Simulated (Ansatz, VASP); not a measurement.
Two plane-wave programs on TaF4

```xyz
5
Lattice="3.5524 0.0000 0.0000 0.0000 3.5524 0.0000 0.0000 0.0000 6.2298" Properties=species:S:1:pos:R:3 pbc="T T T"
Ta    0.0000    0.0000    0.0000
F     1.7762    0.0000    1.1358
F     0.0000    1.7762    5.0940
F     1.7762    0.0000    5.0940
F     0.0000    1.7762    1.1358
```

Change from the starting cell: ordered vacancies on the cation sites of fluorite (P4/mmm, No. 123).

Alike in both runs: functional PBE; k mesh 4 × 4 × 4; occupations gaussian, width 0.1 eV; collinear spin.

Ansatz relaxed the structure, and its values are those at the end. VASP's run is a single point on that final structure, the one shown.

```csv
,VASP,Ansatz
version,VASP 6.6.1,Ansatz 0.2.0
potentials or method,"VASP PAW PBE potentials, release 64 (Ta_pv, F), cutoff 520 eV","scalar-relativistic, plane waves, PAW"
valence electrons in the cell,39,41
```

VASP gave:

| Item | Value |
| --- | --- |
| gap on the k mesh at the Fermi level (eV) | none |
| pressure (GPa) | 0.2 |
| rms of the force components (eV/Å) | 0.021 |
| net moment per atom (μB) | 0.20 |
| size of the moment on the site where the two differ most (μB) | 0.84 |

Estimate Ansatz's values.

gap on the k mesh at the Fermi level (eV): none; pressure (GPa): 0.0; rms of the force components (eV/Å): 0.003; net moment per atom (μB): 0.20; size of the moment on the site where the two differ most (μB): 0.50.

Site moments also hang on the region over which each program counts them. A gap of «none» marks a metal or a gap that the smearing closes. VASP's potentials hold 39 valence electrons a cell and Ansatz's 41, so a difference there can come from the potentials and not from the codes.

The k mesh is coarse, so the values compare programs but aren't converged. Neither program's run includes spin-orbit coupling.
